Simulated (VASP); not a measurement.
# MgB2 (P6/mmm) in VASP: notebook

MgB2 is run at these levels: LDA; tasks: single point, relaxation of cell and atoms.

Program: VASP 6.6.1. These are calculated values, not measurements. Logs are shortened: lines on timing, memory, paths and dates and some standing lists are left out, and cuts for length are marked.

## 1. The cell of the first run

The structure is hexagonal, space group P6/mmm (No. 191). The conventional cell has a = 3.037 Å, b = 3.037 Å, c = 3.451 Å, α = 90.00°, β = 90.00°, γ = 120.00°. Mg (site symmetry 6/mmm) has 12 B at 2.46 Å and 6 Mg at 3.04 Å within 3.2 Å. B (site symmetry -6m2) has 3 B at 1.75 Å within 2.3 Å.

## 2. Single point, LDA

Input file INCAR:

```
  ALGO = Normal
  EDIFF = 1E-6
  ENCUT = 520
  ISIF = 2
  ISMEAR = -1
  LASPH = True
  LCHARG = False
  LREAL = False
  LWAVE = False
  NBANDS = 11
  NELM = 60
  PREC = Accurate
  SIGMA = 0.05
```

Input file KPOINTS:

```
k-points
0
Gamma
  14 14 10
```

Input file POSCAR:

```
MgB2
1.0
    3.0373264142      0.0000000000      0.0000000000
   -1.5186632071      2.6304018343      0.0000000000
    0.0000000000      0.0000000000      3.4506311070
Mg B
1 2
Direct
    0.0000000000      0.0000000000      0.0000000000
    0.3333333333      0.6666666667      0.5000000000
    0.6666666667      0.3333333333      0.5000000000
```

Potentials or basis: VASP PAW LDA potentials, release 64 (Mg, B).

Launch:

```console
cat potpaw_LDA.64/Mg/POTCAR potpaw_LDA.64/B/POTCAR > POTCAR
mpirun -np 1 vasp_std > vasp.out
```

OUTCAR:

```text
EDIFF = 1E-6
   ENCUT = 520
   ISIF = 2
   ISMEAR = -1
   LASPH = True
   LREAL = False
   NELM = 60
   PREC = Accurate

 ion  position               nearest neighbor table
   1  0.000  0.000  0.000-   2 2.46   3 2.46   2 2.46   3 2.46   3 2.46   3 2.46   2 2.46   2 2.46
                             3 2.46   3 2.46   2 2.46   2 2.46
   2  0.333  0.667  0.500-   3 1.75   3 1.75   3 1.75   1 2.46   1 2.46   1 2.46   1 2.46   1 2.46
                             1 2.46
   3  0.667  0.333  0.500-   2 1.75   2 1.75   2 1.75   1 2.46   1 2.46   1 2.46   1 2.46   1 2.46
                             1 2.46

  LATTYP: Found a hexagonal cell.
 ALAT       =     3.0373264142
 C/A-ratio  =     1.1360751649

  Lattice vectors:

 A1 = (   3.0373264142,   0.0000000000,   0.0000000000)
 A2 = (  -1.5186632071,   2.6304018343,   0.0000000000)
 A3 = (   0.0000000000,   0.0000000000,   3.4506311070)

Analysis of symmetry for initial positions (statically):
=====================================================================
 Subroutine PRICEL returns:
 Original cell was already a primitive cell.

 Routine SETGRP: Setting up the symmetry group for a
 hexagonal supercell.

 Subroutine GETGRP returns: Found 24 space group operations
 (whereof 24 operations were pure point group operations)
 out of a pool of 24 trial point group operations.

The static configuration has the point symmetry D_6h.

Analysis of symmetry for dynamics (positions and initial velocities):
=====================================================================
 Subroutine PRICEL returns:
 Original cell was already a primitive cell.

 Routine SETGRP: Setting up the symmetry group for a
 hexagonal supercell.

 Subroutine GETGRP returns: Found 24 space group operations
 (whereof 24 operations were pure point group operations)
 out of a pool of 24 trial point group operations.

The dynamic configuration has the point symmetry D_6h.

 Subroutine INISYM returns: Found 24 space group operations
 (whereof 24 operations are pure point group operations),
 and found     1 'primitive' translations

----------------------------------------------------------------------------------------

                                     Primitive cell

  volume of cell :      27.5684

  direct lattice vectors                    reciprocal lattice vectors
     3.037326414  0.000000000  0.000000000     0.329236922  0.190085026  0.000000000
    -1.518663207  2.630401834  0.000000000     0.000000000  0.380170051  0.000000000
     0.000000000  0.000000000  3.450631107     0.000000000  0.000000000  0.289802059

[... 91 lines left out ...]
   ISIF   =      2    stress and relaxation
   ISYM   =      2    0-nonsym 1-usesym 2-fastsym
   POTIM  = 0.5000    time-step for ionic-motion
   TEBEG  =    0.0;   TEEND  =   0.0 temperature during run
   PSTRESS=    0.0 pullay stress
   NELECT =       8.0000    total number of electrons
   NUPDOWN=      -1.0000    fix difference up-down
   EMIN   =  10.00;   EMAX   =-10.00  energy-range for DOS
   EFERMI =   0.00;   METHOD = LEGACY
   ISMEAR =    -1;   SIGMA  =   0.05  broadening in eV -4-tet -1-fermi 0-gaus
   EFERMI_NEDOS =   21; number of points for ismear=-14 and -15
   IALGO  =     38    algorithm
   IMIX   =      4    mixing-type and parameters
     AMIX     =   0.40;   BMIX     =  1.00
     AMIX_MAG =   1.60;   BMIX_MAG =  1.00
  volume/ion in A,a.u.               =       9.19        62.01
  Fermi-wavevector in a.u.,A,eV,Ry     =   1.083846  2.048171 15.983056  1.174722
  Thomas-Fermi vector in A             =   2.219922
   LORBIT       =      0    0 simple, 1 ext, 2 COOP (PROOUT), +10 PAW based schemes
   GGA     = CA    functional components
   LHFCALC =     F    Hartree Fock is set to
   AEXX    =    0.0000 exact exchange contribution
   IVDW    =     0    specifies the selected vdW correction
   LEPSILON=     F    determine dielectric tensor
   LRPA    =     F    only Hartree local field effects (RPA)
 non-spin polarized calculation
  energy-cutoff  :      520.00
  volume of cell :       27.57
 maximum number of plane-waves:       763
 NGX is ok and might be reduce to    24
   NGX = 11   NGY = 11   NGZ = 13

 number of electron       8.0000000 magnetization

 Free energy of the ion-electron system (eV)
  ---------------------------------------------------
  ext. energy  EPLUGINS =         0.00000000
  ---------------------------------------------------
  free energy    TOTEN  =       -17.28796682 eV

  energy without entropy =      -17.28122558  energy(sigma->0) =      -17.28459620

 E-fermi :   5.5703     XC(G=0): -11.3039

 val. band max:        5.5672932221   @ k =   0.4286   0.1429   0.1000
 cond. band min:       5.5778618500   @ k =   0.1429   0.0000   0.5000
 fundamental gap:      0.0105686279
 Fermi energy:         5.5703448945

 k-point     1 :       0.0000    0.0000    0.0000
  band No.  band energies     occupation
      1      -7.0084      2.00000
      2       2.6117      2.00000
      3       5.9485      0.00104
      4       5.9485      0.00104
      5       7.4550      0.00000
      6      12.0281      0.00000
      7      12.0281      0.00000
      8      14.2902      0.00000
      9      15.8276      0.00000
     10      18.6244      0.00000
     11      22.0878      0.00000
[... 309 lines left out ...]
 k-point    24 :       0.3571    0.2857    0.0000
  band No.  band energies     occupation
      1      -2.0378      2.00000
      2      -1.5854      2.00000
      3      -0.1954      2.00000
      4       7.0215      0.00000
      5       7.8761      0.00000
      6      11.8028      0.00000
      7      12.1034      0.00000
      8      14.7649      0.00000
      9      14.8847      0.00000
     10      17.8774      0.00000
     11      18.9871      0.00000

 [... further k-points ...]
[... 5 lines left out ...]
  --------------------------------------------------------------------------------------
  -------------------------------------------------------------------------------------
  Total       -0.0966939     -0.0966939     -0.1149452     -0.0000000     -0.0000000     -0.0000000
  in kB       -5.6195006     -5.6195006     -6.6801979     -0.0000000     -0.0000000     -0.0000000
  external PRESSURE =      -5.9730664 kB  Pullay stress =       0.0000000 kB

 VOLUME and BASIS-vectors are now :
 -----------------------------------------------------------------------------
  energy-cutoff  :      520.00
  volume of cell :       27.57
      direct lattice vectors                 reciprocal lattice vectors
     3.037326414  0.000000000  0.000000000     0.329236922  0.190085026  0.000000000
    -1.518663207  2.630401834  0.000000000     0.000000000  0.380170051  0.000000000
     0.000000000  0.000000000  3.450631107     0.000000000  0.000000000  0.289802059

 POSITION                                       TOTAL-FORCE (eV/Angst)
 -----------------------------------------------------------------------------------
      0.00000      0.00000      0.00000         0.000000      0.000000      0.000000
     -0.00000      1.75360      1.72532        -0.000000      0.000000     -0.000000
      1.51866      0.87680      1.72532         0.000000     -0.000000      0.000000
 -----------------------------------------------------------------------------------
    total drift:                                0.000000     -0.000000      0.000000

  FREE ENERGIE OF THE ION-ELECTRON SYSTEM (eV)
  ---------------------------------------------------
  free  energy   TOTEN  =       -17.2879668222 eV

  energy  without entropy=      -17.2812255839  energy(sigma->0) =      -17.28459620
```

OSZICAR:

```text
N       E                     dE             d eps       ncg     rms          rms(c)
DAV:   1     0.157216765373E+01    0.15722E+01   -0.38767E+03  3419   0.613E+02
DAV:   2    -0.187349307392E+02   -0.20307E+02   -0.19097E+02  4093   0.108E+02
DAV:   3    -0.192244447407E+02   -0.48951E+00   -0.48736E+00  4121   0.137E+01
DAV:   4    -0.192254750944E+02   -0.10304E-02   -0.10302E-02  3724   0.684E-01
DAV:   5    -0.192254780543E+02   -0.29599E-05   -0.29596E-05  3950   0.379E-02    0.535E+00
DAV:   6    -0.175778837218E+02    0.16476E+01   -0.20883E+00  3602   0.676E+00    0.242E+00
DAV:   7    -0.172991422452E+02    0.27874E+00   -0.11258E+00  3708   0.493E+00    0.712E-01
DAV:   8    -0.173024759663E+02   -0.33337E-02   -0.15096E-01  3518   0.204E+00    0.497E-01
DAV:   9    -0.172883976221E+02    0.14078E-01   -0.26955E-02  3531   0.750E-01    0.944E-02
DAV:  10    -0.172879698712E+02    0.42775E-03   -0.22363E-03  3867   0.250E-01    0.212E-02
DAV:  11    -0.172879695129E+02    0.35829E-06   -0.61923E-05  3569   0.510E-02    0.642E-03
DAV:  12    -0.172879671780E+02    0.23349E-05   -0.14506E-05  3630   0.173E-02    0.274E-03
DAV:  13    -0.172879668222E+02    0.35584E-06   -0.89068E-07  2094   0.513E-03
   1 F= -.17287967E+02 E0= -.17284596E+02  d E =-.674124E-02
```

stdout:

```text
POSCAR found type information on POSCAR MgB
 POSCAR found :  2 types and       3 ions
 scaLAPACK will be used
 LDA part: xc-table for (Slater(with rela. corr.)+CA(PZ))
 , standard interpolation
 POSCAR, INCAR and KPOINTS ok, starting setup
 FFT: planning ... GRIDC
 FFT: planning ... GRID_SOFT
 FFT: planning ... GRID
 WAVECAR not read
 entering main loop
```

Run time: 22 s. Hardware: 1 thread of Intel Xeon Platinum 8259CL at 2.50GHz (Skylake/Cascade Lake), shared host; peak memory 0.16 GiB.

Results:

* Free energy: -17.2880 eV
* Pressure: -0.6 GPa
* Band gap on the k mesh: zero (band 4 reaches 7.02 eV, above the bottom of band 5 at 3.88 eV)

Stress tensor (GPa, compression positive):
```
-0.56  0.00  0.00
 0.00 -0.56  0.00
 0.00  0.00 -0.67
```

## 3. Relaxation of cell and atoms, LDA

This run uses another cell than the first one, of 9.68 Å³/atom, 1.053 times its volume.

Input file INCAR:

```
SYSTEM = MgB2
PREC = Accurate
ENCUT = 600
EDIFF = 1E-7
ISMEAR = -1
SIGMA = 0.05
LREAL = .FALSE.
LASPH = .TRUE.
NELM = 60
ALGO = Normal
ISIF = 3
LWAVE = .FALSE.
LCHARG = .FALSE.
IBRION = 2
NSW = 100
EDIFFG = -0.002
```

Input file KPOINTS:

```
Automatic mesh
0
G
  14 14 10
  0 0 0
```

Input file POSCAR:

```
MgB2
1.0
    3.0850000000      0.0000000000      0.0000000000
   -1.5425000000      2.6716883707      0.0000000000
    0.0000000000      0.0000000000      3.5230000000
Mg B
1 2
Direct
    0.0000000000      0.0000000000      0.0000000000
    0.3333333333      0.6666666667      0.5000000000
    0.6666666667      0.3333333333      0.5000000000
```

Potentials or basis: VASP PAW LDA potentials, release 64 (Mg, B).

Launch:

```console
cat potpaw_LDA.64/Mg/POTCAR potpaw_LDA.64/B/POTCAR > POTCAR
mpirun -np 1 vasp_std > vasp.out
```

It took 96 s on 1 thread of Intel Xeon Platinum 8259CL at 2.50GHz (Skylake/Cascade Lake), shared host; peak memory 0.18 GiB.

The run converged. Its results:

```
Free energy                            : -17.2905 eV
Relaxed volume                         : 9.15 Å³/atom
Relaxed cell                           : a = 3.034 Å, b = 3.034 Å, c = 3.444 Å, α = 90.00°, β = 90.00°, γ = 120.00°
Space group after relaxing (to 0.05 Å) : P6/mmm (No. 191)
Energy gained by relaxing              : 13.8 meV/atom
Ionic steps                            : 5
Pressure after relaxing                : 0.0 GPa
Band gap on the k mesh                 : zero (band 4 reaches 7.06 eV, above the bottom of band 5 at 3.90 eV)
```

The path:
```tsv
step	energy change (eV)	largest force (eV/Å)	pressure (GPa)	volume (Å³)
1	0.0000	0.0000	-8.17	29.04
2	-0.0338	0.0000	3.35	27.01
3	-0.0397	0.0000	-0.12	27.55
4	-0.0412	0.0000	-0.01	27.48
5	-0.0413	0.0000	0.02	27.46
```

Final structure:
```cif
data_structure
_symmetry_space_group_name_H-M 'P 1'
_symmetry_Int_Tables_number 1
_cell_length_a 3.0343
_cell_length_b 3.0343
_cell_length_c 3.4436
_cell_angle_alpha 90.000
_cell_angle_beta 90.000
_cell_angle_gamma 120.000
_cell_volume 27.46
loop_
_atom_site_label
_atom_site_type_symbol
_atom_site_fract_x
_atom_site_fract_y
_atom_site_fract_z
_atom_site_occupancy
Mg1 Mg 0.00000 0.00000 0.00000 1
B1 B 0.33333 0.66667 0.50000 1
B2 B 0.66667 0.33333 0.50000 1
```

Levels at points of the mesh, in eV from the Fermi level:
| k point | band 1 | band 2 | band 3 | band 4 | band 5 | band 6 | band 7 | band 8 |
| --- | --- | --- | --- | --- | --- | --- | --- | --- |
| (0.00, 0.00, 0.00) | -12.60 | -2.95 | 0.38 | 0.38 | 1.91 | 6.47 | 6.47 | 8.75 |
| (0.50, 0.00, 0.00) | -8.56 | -7.99 | -2.24 | 0.25 | 3.24 | 4.02 | 5.69 | 7.61 |
| (0.00, 0.00, 0.50) | -11.20 | -7.65 | 0.79 | 0.79 | 6.79 | 6.79 | 8.18 | 10.49 |
| (0.50, 0.00, 0.50) | -7.49 | -7.01 | -3.68 | -1.94 | -1.34 | 6.12 | 9.09 | 9.17 |
